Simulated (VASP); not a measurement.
Set up this calculation in VASP 6.6.1, as the native input.

```yaml
Task: single point
Functional: revPBE
Potentials_or_basis: VASP PAW PBE potentials, release 64 (Ti_sv)
Cutoff: 520 eV
k_mesh: 6 × 6 × 3
Occupations: fermi-dirac, width 0.05 eV
Spin: no spin polarisation
Dipole_correction: no
Further_INCAR_settings: ALGO = Normal; EDIFF = 1e-06; NBANDS = 19
```

The structure of Ti lies in POSCAR:

```
Ti
1.0
    2.9500000000      0.0000000000      0.0000000000
   -1.4750000000      2.5547749412      0.0000000000
    0.0000000000      0.0000000000      4.6800000000
Ti
2
Direct
    0.6666666667      0.3333333333      0.7500000000
    0.3333333333      0.6666666667      0.2500000000
```

The input as run:

INCAR

```
ALGO = Normal ; EDIFF = 1E-6
ENCUT = 520 ; GGA = RE
ISIF = 2 ; ISMEAR = -1
LASPH = True ; LCHARG = False
LREAL = False ; LWAVE = False
NBANDS = 19 ; NELM = 100
PREC = Accurate ; SIGMA = 0.05
```

KPOINTS

```
k-points
0
Gamma
  6 6 3
```

Potentials or basis: VASP PAW PBE potentials, release 64 (Ti_sv).

Launch:

```console
$ cat potpaw_PBE.64/Ti_sv/POTCAR > POTCAR
$ mpirun -np 1 vasp_std > vasp.out
```

Results of the run:

The pressure is 1.0 GPa and the band gap on the k mesh is zero (band 12 reaches 9.03 eV, above the bottom of band 13 at 8.15 eV).

Caveat: the k points lie up to 0.45 Å⁻¹ apart; the PAW data sets were made with another functional, which shifts forces and pressure a little.

It took 5.5 s on 1 thread of Intel Xeon 6975P-C, on a shared host, peak memory 0.15 GiB.
